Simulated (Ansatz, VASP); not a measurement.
## WS2 in VASP and in Ansatz

```
W S
1.0
     3.18321    0.00000    0.00000
    -1.59160    2.75674    0.00000
     0.00000    0.00000   23.66876
W S
2 4
Direct
  0.66667 0.33333 0.36268
  0.33333 0.66667 0.63732
  0.66667 0.33333 0.70318
  0.33333 0.66667 0.42856
  0.66667 0.33333 0.57144
  0.33333 0.66667 0.29682
```

Alike in both runs: task single point; functional PBEsol; k mesh 10 × 10 × 2; occupations fermi-dirac, width 0.05 eV; no spin polarisation.

```csv
,VASP,Ansatz
version,VASP 6.6.1,Ansatz 0.2.0
potentials or method,"VASP PAW PBE potentials, release 64 (W_sv, S), cutoff 520 eV","all-electron LAPW, scalar-relativistic"
```

VASP gave:

```
gap on the k mesh at the Fermi level (eV) : 1.66
least direct gap on the mesh (eV)         : 2.12
rms of the force components (eV/Å)        : 0.039
```

What did Ansatz give for the same quantities?

gap on the k mesh at the Fermi level (eV): 1.65; least direct gap on the mesh (eV): 2.12; rms of the force components (eV/Å): 0.048.

VASP's potentials were made for PBE, not for PBEsol. Atom by atom the forces differ by 0.009 eV/Å (rms over components). Ansatz ran all-electron here, and VASP with PAW potentials.

Neither program's run includes spin-orbit coupling.
